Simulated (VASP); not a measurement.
# SnO (Pmn2_1) in VASP: notebook

The runs below take SnO through single point, with PBEsol.

All numbers are computed with VASP 6.6.1; they aren't measurements. Logs are shortened: lines on timing, memory, paths and dates and some standing lists are left out, and cuts for length are marked.

### Step 1. The cell of the first run

The structure is orthorhombic, space group Pmn2_1 (No. 31). Conventional cell: a = 3.271 Å, b = 5.674 Å, c = 4.222 Å, α = 90.00°, β = 90.00°, γ = 90.00°. Sn (site symmetry m) has 3 O at 2.13 to 2.15 Å within 2.8 Å. O (site symmetry m) has 3 Sn at 2.13 to 2.15 Å within 2.8 Å.

### Step 2. Single point, PBEsol (strain -0.0250 x Voigt [1, 0, 0, 0, 0, 0])

File INCAR:

```
SYSTEM = SnO
  ALGO = Normal
  EDIFF = 1E-7
  ENCUT = 520
  GGA = PS
  ISIF = 2
  ISMEAR = 0
  LASPH = .TRUE.
  LCHARG = .FALSE.
  LREAL = .FALSE.
  LWAVE = .FALSE.
  NBANDS = 28
  NELM = 100
  PREC = Accurate
  SIGMA = 0.05
```

File KPOINTS:

```
k-points
0
G
  8 6 6
  0 0 0
```

File POSCAR:

```
SnO
1.0
    3.2711298750      0.0000000000      0.0000000000
    0.0000000000      5.6741040000      0.0000000000
    0.0000000000      0.0000000000      4.2219700000
Sn O
2 2
Direct
    0.0000000000      0.2319090000      0.5131440000
    0.5000000000      0.7680910000      0.0131440000
    0.0000000000      0.8912500000      0.7368570000
    0.5000000000      0.1087500000      0.2368570000
```

Potentials or basis: VASP PAW PBE potentials, release 64 (Sn_d, O).

On the command line:

```sh
$ cat potpaw_PBE.64/Sn_d/POTCAR potpaw_PBE.64/O/POTCAR > POTCAR
$ mpirun -np 1 vasp_std > vasp.out
```

OUTCAR:

```text
SYSTEM = SnO
   EDIFF = 1E-7
   ENCUT = 520
   GGA = PS
   ISIF = 2
   ISMEAR = 0
   LASPH = .TRUE.
   LREAL = .FALSE.
   NELM = 100
   PREC = Accurate

 ion  position               nearest neighbor table
   1  0.000  0.232  0.513-   4 2.13   4 2.13   3 2.15   2 3.75   2 3.75   2 3.75   2 3.75
   2  0.500  0.768  0.013-   3 2.13   3 2.13   4 2.15   1 3.75   1 3.75   1 3.75   1 3.75
   3  0.000  0.891  0.737-   2 2.13   2 2.13   1 2.15
   4  0.500  0.109  0.237-   1 2.13   1 2.13   2 2.15

  LATTYP: Found a simple orthorhombic cell.
 ALAT       =     3.2711298750
 B/A-ratio  =     1.2906763600
 C/A-ratio  =     1.7346006477

  Lattice vectors:

 A1 = (  -3.2711298750,   0.0000000000,   0.0000000000)
 A2 = (   0.0000000000,   0.0000000000,   4.2219700000)
 A3 = (   0.0000000000,   5.6741040000,   0.0000000000)

Analysis of symmetry for initial positions (statically):
=====================================================================
 Subroutine PRICEL returns:
 Original cell was already a primitive cell.

 Routine SETGRP: Setting up the symmetry group for a
 simple orthorhombic supercell.

 Subroutine GETGRP returns: Found  4 space group operations
 (whereof  2 operations were pure point group operations)
 out of a pool of  8 trial point group operations.

The static configuration has the point symmetry C_1h.
 The point group associated with its full space group is C_2v.

Analysis of symmetry for dynamics (positions and initial velocities):
=====================================================================
 Subroutine PRICEL returns:
 Original cell was already a primitive cell.

 Routine SETGRP: Setting up the symmetry group for a
 simple orthorhombic supercell.

 Subroutine GETGRP returns: Found  4 space group operations
 (whereof  2 operations were pure point group operations)
 out of a pool of  8 trial point group operations.

The dynamic configuration has the point symmetry C_1h.
 The point group associated with its full space group is C_2v.

 Subroutine INISYM returns: Found  4 space group operations
 (whereof  2 operations are pure point group operations),
 and found     1 'primitive' translations

----------------------------------------------------------------------------------------

                                     Primitive cell

  volume of cell :      78.3628

  direct lattice vectors                    reciprocal lattice vectors
     3.271129875  0.000000000  0.000000000     0.305704768  0.000000000  0.000000000
     0.000000000  5.674104000  0.000000000     0.000000000  0.176239279  0.000000000
     0.000000000  0.000000000  4.221970000     0.000000000  0.000000000  0.236856254

  length of vectors
     3.271129875  5.674104000  4.221970000     0.305704768  0.176239279  0.236856254

  position of ions in fractional coordinates (direct lattice)
     0.000000000  0.231909000  0.513144000
     0.500000000  0.768091000  0.013144000
     0.000000000  0.891250000  0.736857000
     0.500000000  0.108750000  0.236857000

  ion indices of the primitive-cell ions
   primitive index   ion index
                 1           1
                 2           2
                 3           3
                 4           4

----------------------------------------------------------------------------------------

 KPOINTS: k-points

Automatic generation of k-mesh.
 Grid dimensions read from file:
 generate k-points for:    8    6    6

 Generating k-lattice:

  Cartesian coordinates                     Fractional coordinates (reciprocal lattice)
     0.038213096  0.000000000  0.000000000     0.125000000  0.000000000  0.000000000
     0.000000000  0.029373213  0.000000000     0.000000000  0.166666667  0.000000000
     0.000000000  0.000000000  0.039476042     0.000000000  0.000000000  0.166666667

  Length of vectors
     0.038213096  0.029373213  0.039476042

  Shift w.r.t. Gamma in fractional coordinates (k-lattice)
     0.000000000  0.000000000  0.000000000

 Subroutine IBZKPT returns following result:
 ===========================================

 Found     80 irreducible k-points:

 Following reciprocal coordinates:
            Coordinates               Weight
  0.000000  0.000000  0.000000      1.000000
  0.125000  0.000000  0.000000      2.000000
  0.250000  0.000000  0.000000      2.000000
  0.375000  0.000000  0.000000      2.000000
  0.500000  0.000000  0.000000      1.000000
  0.000000  0.166667  0.000000      2.000000
[... 16 lines left out ...]
  0.250000  0.000000  0.166667      4.000000
  0.375000  0.000000  0.166667      4.000000
 [... further k-points ...]
   k-points           NKPTS =     80   k-points in BZ     NKDIM =     80   number of bands    NBANDS=     28
   number of dos      NEDOS =    301   number of ions     NIONS =      4
   total plane-waves  NPLWV =  32256
   dimension x,y,z NGX =    24 NGY =   42 NGZ =   32
   dimension x,y,z NGXF=    48 NGYF=   84 NGZF=   64
   ions per type =               2   2
   NGX,Y,Z   is equivalent  to a cutoff of  12.20, 12.31, 12.60 a.u.
   NGXF,Y,Z  is equivalent  to a cutoff of  24.39, 24.61, 25.20 a.u.
 SYSTEM =  SnO
   PREC   = accura    normal or accurate (medium, high low for compatibility)
   ISTART =      0    job   : 0-new  1-cont  2-samecut
   ICHARG =      2    charge: 1-file 2-atom 10-const
   ISPIN  =      1    spin polarized calculation?
   LNONCOLLINEAR =      F non collinear calculations
   LSORBIT =      F    spin-orbit coupling
   LASPH  =      T    aspherical Exc in radial PAW
   ENCUT  =  520.0 eV  38.22 Ry    6.18 a.u.   6.08 10.55  7.85*2*pi/ulx,y,z
   NELM   =    100;   NELMIN=  2; NELMDL= -5     # of ELM steps
   EDIFF  = 0.1E-06   stopping-criterion for ELM
   LREAL  =      F    real-space projection
   EDIFFG = 0.1E-05   stopping-criterion for IOM
   NSW    =      0    number of steps for IOM
   IBRION =     -1    ionic relax: 0-MD 1-quasi-New 2-CG
   NFREE  =      0    steps in history (QN), initial steepest desc. (CG)
   ISIF   =      2    stress and relaxation
   ISYM   =      2    0-nonsym 1-usesym 2-fastsym
   POTIM  = 0.5000    time-step for ionic-motion
   TEBEG  =    0.0;   TEEND  =   0.0 temperature during run
   PSTRESS=    0.0 pullay stress
   NELECT =      40.0000    total number of electrons
   NUPDOWN=      -1.0000    fix difference up-down
   EMIN   =  10.00;   EMAX   =-10.00  energy-range for DOS
   EFERMI =   0.00;   METHOD = LEGACY
   ISMEAR =     0;   SIGMA  =   0.05  broadening in eV -4-tet -1-fermi 0-gaus
   EFERMI_NEDOS =   21; number of points for ismear=-14 and -15
   IALGO  =     38    algorithm
   IMIX   =      4    mixing-type and parameters
     AMIX     =   0.40;   BMIX     =  1.00
     AMIX_MAG =   1.60;   BMIX_MAG =  1.00
  volume/ion in A,a.u.               =      19.59       132.20
  Fermi-wavevector in a.u.,A,eV,Ry     =   1.308352  2.472428 23.290264  1.711786
  Thomas-Fermi vector in A             =   2.439025
   LORBIT       =      0    0 simple, 1 ext, 2 COOP (PROOUT), +10 PAW based schemes
   GGA     = PS    functional components
   LHFCALC =     F    Hartree Fock is set to
   AEXX    =    0.0000 exact exchange contribution
   IVDW    =     0    specifies the selected vdW correction
   LEPSILON=     F    determine dielectric tensor
   LRPA    =     F    only Hartree local field effects (RPA)
 non-spin polarized calculation
 Gauss-broadening in eV      SIGMA  =   0.05
  energy-cutoff  :      520.00
  volume of cell :       78.36
 maximum number of plane-waves:      2144
   NGX = 13   NGY = 21   NGZ = 15

 number of electron      39.9999986 magnetization

 Free energy of the ion-electron system (eV)
  ---------------------------------------------------
  ext. energy  EPLUGINS =         0.00000000
  ---------------------------------------------------
  free energy    TOTEN  =       -23.81420566 eV

  energy without entropy =      -23.81420566  energy(sigma->0) =      -23.81420566

 E-fermi :   5.1514     XC(G=0):  -9.8795

 val. band max:        4.9203062514   @ k =   0.1250   0.0000   0.0000
 cond. band min:       6.2884820743   @ k =   0.3750   0.5000   0.0000
 fundamental gap:      1.3681758229
 Fermi energy:         5.1513876774

 k-point     1 :       0.0000    0.0000    0.0000
  band No.  band energies     occupation
      1     -16.2399      2.00000
      2     -15.8802      2.00000
      3     -15.7552      2.00000
      4     -15.7233      2.00000
      5     -15.6945      2.00000
      6     -15.6583      2.00000
[... 20 lines left out ...]
     27      13.6867      0.00000
     28      14.1936      0.00000

 k-point     2 :       0.1250    0.0000    0.0000
  band No.  band energies     occupation
      1     -16.2316      2.00000
      2     -15.8664      2.00000
      3     -15.7715      2.00000
      4     -15.7434      2.00000
      5     -15.7058      2.00000
      6     -15.6590      2.00000
[... 20 lines left out ...]
     27      13.7649      0.00000
     28      14.3188      0.00000

 k-point     3 :       0.2500    0.0000    0.0000
  band No.  band energies     occupation
      1     -16.2246      2.00000
      2     -15.9734      2.00000
      3     -15.7481      2.00000
      4     -15.7281      2.00000
      5     -15.7050      2.00000
      6     -15.6679      2.00000
[... 20 lines left out ...]
     27      13.3468      0.00000
     28      14.5279      0.00000

 k-point     4 :       0.3750    0.0000    0.0000
  band No.  band energies     occupation
      1     -16.2270      2.00000
      2     -16.1168      2.00000
      3     -15.7258      2.00000
      4     -15.7088      2.00000
      5     -15.6869      2.00000
      6     -15.6804      2.00000
[... 578 lines left out ...]
     27      14.2992      0.00000
     28      15.2386      0.00000

 k-point    23 :       0.2500    0.0000    0.1667
  band No.  band energies     occupation
      1     -16.2155      2.00000
      2     -16.0021      2.00000
      3     -15.7471      2.00000
      4     -15.7319      2.00000
      5     -15.7011      2.00000
      6     -15.6745      2.00000
[... 20 lines left out ...]
     27      13.9839      0.00000
     28      15.3086      0.00000

 k-point    24 :       0.3750    0.0000    0.1667
  band No.  band energies     occupation
      1     -16.2267      2.00000
      2     -16.1327      2.00000
      3     -15.7323      2.00000
      4     -15.7212      2.00000
      5     -15.6789      2.00000
      6     -15.6700      2.00000
[... 20 lines left out ...]
     27      13.9788      0.00000
     28      14.9852      0.00000

 [... further k-points ...]

------------------------ aborting loop because EDIFF is reached ----------------------------------------

  FORCE on cell =-STRESS in cart. coord.  units (eV):
  Direction    XX          YY          ZZ          XY          YZ          ZX
  --------------------------------------------------------------------------------------
  -------------------------------------------------------------------------------------
  Total        0.2124983     -0.7116968     -0.4662786      0.0000000      0.0000000      0.0000000
  in kB        4.3446611    -14.5510839     -9.5333571      0.0000000      0.0000000      0.0000000
  external PRESSURE =      -6.5799266 kB  Pullay stress =       0.0000000 kB

 VOLUME and BASIS-vectors are now :
 -----------------------------------------------------------------------------
  energy-cutoff  :      520.00
  volume of cell :       78.36
      direct lattice vectors                 reciprocal lattice vectors
     3.271129875  0.000000000  0.000000000     0.305704768  0.000000000  0.000000000
     0.000000000  5.674104000  0.000000000     0.000000000  0.176239279  0.000000000
     0.000000000  0.000000000  4.221970000     0.000000000  0.000000000  0.236856254

 POSITION                                       TOTAL-FORCE (eV/Angst)
 -----------------------------------------------------------------------------------
      0.00000      1.31588      2.16648         0.000000     -0.073486      0.085488
      1.63556      4.35823      0.05549         0.000000      0.073486      0.085488
      0.00000      5.05705      3.11099         0.000000      0.187853     -0.085488
      1.63556      0.61706      1.00000         0.000000     -0.187853     -0.085488
 -----------------------------------------------------------------------------------
    total drift:                                0.000000      0.000000     -0.000271

  FREE ENERGIE OF THE ION-ELECTRON SYSTEM (eV)
  ---------------------------------------------------
  free  energy   TOTEN  =       -23.8142056594 eV

  energy  without entropy=      -23.8142056594  energy(sigma->0) =      -23.81420566
```

It took 72 s on 1 thread of AMD EPYC 9R45 (Zen 5), shared host; peak memory 0.24 GiB.

Results:

```yaml
Free_energy: -23.8142 eV
Pressure: -0.7 GPa
Largest_force: 0.206 eV/Å
Band_gap_on_the_k_mesh: 1.37 eV (least direct gap 1.92 eV)
```

Forces on the atoms (eV/Å):
```
Sn   0.000 -0.073  0.085
Sn   0.000  0.073  0.085
O    0.000  0.188 -0.085
O    0.000 -0.188 -0.085
```

Levels at points of the mesh, in eV from the valence-band top:
| k point | band 16 | band 17 | band 18 | band 19 | band 20 | band 21 | band 22 | band 23 | band 24 | band 25 |
| --- | --- | --- | --- | --- | --- | --- | --- | --- | --- | --- |
| (0.00, 0.00, 0.00) | -3.80 | -3.64 | -2.66 | -2.14 | -0.02 | 2.69 | 3.21 | 5.90 | 6.00 | 8.54 |
| (0.50, 0.00, 0.00) | -4.61 | -2.66 | -2.66 | -1.15 | -1.15 | 2.52 | 2.52 | 5.59 | 5.59 | 6.79 |
| (0.00, 0.50, 0.00) | -4.13 | -3.77 | -2.68 | -1.64 | -1.42 | 3.21 | 3.99 | 4.83 | 5.28 | 7.40 |
| (0.50, 0.50, 0.00) | -4.48 | -2.72 | -2.72 | -0.83 | -0.83 | 1.87 | 1.87 | 6.40 | 6.40 | 7.18 |
| (0.00, 0.00, 0.50) | -3.53 | -3.19 | -3.19 | -1.70 | -1.70 | 2.81 | 2.81 | 5.21 | 5.21 | 8.45 |
| (0.50, 0.00, 0.50) | -4.20 | -3.20 | -3.20 | -0.99 | -0.99 | 2.10 | 2.10 | 4.67 | 4.67 | 7.02 |
| (0.00, 0.50, 0.50) | -3.19 | -3.00 | -3.00 | -1.54 | -1.54 | 1.95 | 1.95 | 6.08 | 6.08 | 8.34 |
| (0.50, 0.50, 0.50) | -4.34 | -3.46 | -3.46 | -0.36 | -0.36 | 2.43 | 2.43 | 4.18 | 4.18 | 6.28 |

Caveat: the cell differs from its parent crystal (strain -0.0250 x Voigt [1, 0, 0, 0, 0, 0]); the PAW data sets were made with another functional, which shifts forces and pressure a little; spin-orbit coupling is left out, which moves the levels of the heavy elements. A k mesh can miss the band edges.

### Step 3. Single point, PBEsol (strain +0.0250 x Voigt [1, 0, 0, 0, 0, 0])

File INCAR:

```
ALGO = Normal
EDIFF = 1E-6
ENCUT = 520
GGA = PS
ISIF = 2
ISMEAR = 0
LASPH = True
LCHARG = True
LELF = True
LREAL = False
LVHAR = True
LWAVE = False
NBANDS = 28
NELM = 60
PREC = Accurate
SIGMA = 0.05
```

File KPOINTS:

```
k-points
0
Gamma
  8 6 6
```

POSCAR, as its differences from that of step 2:

```diff
@@ -2,3 +2,3 @@
 1.0
-    3.2711298750      0.0000000000      0.0000000000
+    3.4388801250      0.0000000000      0.0000000000
     0.0000000000      5.6741040000      0.0000000000
```

Potentials or basis: VASP PAW PBE potentials, release 64 (Sn_d, O).

On the command line:

```sh
$ cat potpaw_PBE.64/Sn_d/POTCAR potpaw_PBE.64/O/POTCAR > POTCAR
$ mpirun -np 1 vasp_std > vasp.out
```

Run time: 79 s. Hardware: 1 thread of AMD EPYC 9R45 (Zen 5), shared host; peak memory 0.25 GiB.

Results (log left out):

| Property | Result |
| --- | --- |
| Free energy | -23.7333 eV |
| Pressure | -4.7 GPa |
| Largest force | 0.623 eV/Å |
| Band gap on the k mesh | 1.30 eV (least direct gap 2.02 eV) |

Forces on the atoms (eV/Å):
```
Sn   0.000 -0.576 -0.238
Sn   0.000  0.576 -0.238
O    0.000  0.083  0.238
O    0.000 -0.083  0.238
```

Stress tensor (GPa, compression positive):
```
-6.65  0.00  0.00
 0.00 -3.64  0.00
 0.00  0.00 -3.86
```

Levels at points of the mesh, in eV from the valence-band top:
| k point | band 16 | band 17 | band 18 | band 19 | band 20 | band 21 | band 22 | band 23 | band 24 | band 25 |
| --- | --- | --- | --- | --- | --- | --- | --- | --- | --- | --- |
| (0.00, 0.00, 0.00) | -3.84 | -3.37 | -2.60 | -1.95 | 0.00 | 2.52 | 2.99 | 5.75 | 5.75 | 7.51 |
| (0.50, 0.00, 0.00) | -4.35 | -2.50 | -2.50 | -1.33 | -1.33 | 2.54 | 2.54 | 5.39 | 5.39 | 6.25 |
| (0.00, 0.50, 0.00) | -3.93 | -3.81 | -2.63 | -1.54 | -1.33 | 3.32 | 3.75 | 4.72 | 4.75 | 6.36 |
| (0.50, 0.50, 0.00) | -4.19 | -2.58 | -2.58 | -0.98 | -0.98 | 1.80 | 1.80 | 6.05 | 6.05 | 6.99 |
| (0.00, 0.00, 0.50) | -3.34 | -3.19 | -3.19 | -1.64 | -1.64 | 2.42 | 2.42 | 5.13 | 5.13 | 7.43 |
| (0.50, 0.00, 0.50) | -3.96 | -3.11 | -3.11 | -1.15 | -1.15 | 2.01 | 2.01 | 4.44 | 4.44 | 6.63 |
| (0.00, 0.50, 0.50) | -3.18 | -2.85 | -2.85 | -1.48 | -1.48 | 1.79 | 1.79 | 5.78 | 5.78 | 7.31 |
| (0.50, 0.50, 0.50) | -4.10 | -3.39 | -3.39 | -0.49 | -0.49 | 2.33 | 2.33 | 4.03 | 4.03 | 5.83 |

Caveat: the cell differs from its parent crystal (strain +0.0250 x Voigt [1, 0, 0, 0, 0, 0]); the cell stands under tension; the PAW data sets were made with another functional, which shifts forces and pressure a little; spin-orbit coupling is left out, which moves the levels of the heavy elements.

(Part 1 of 2 ends here.)
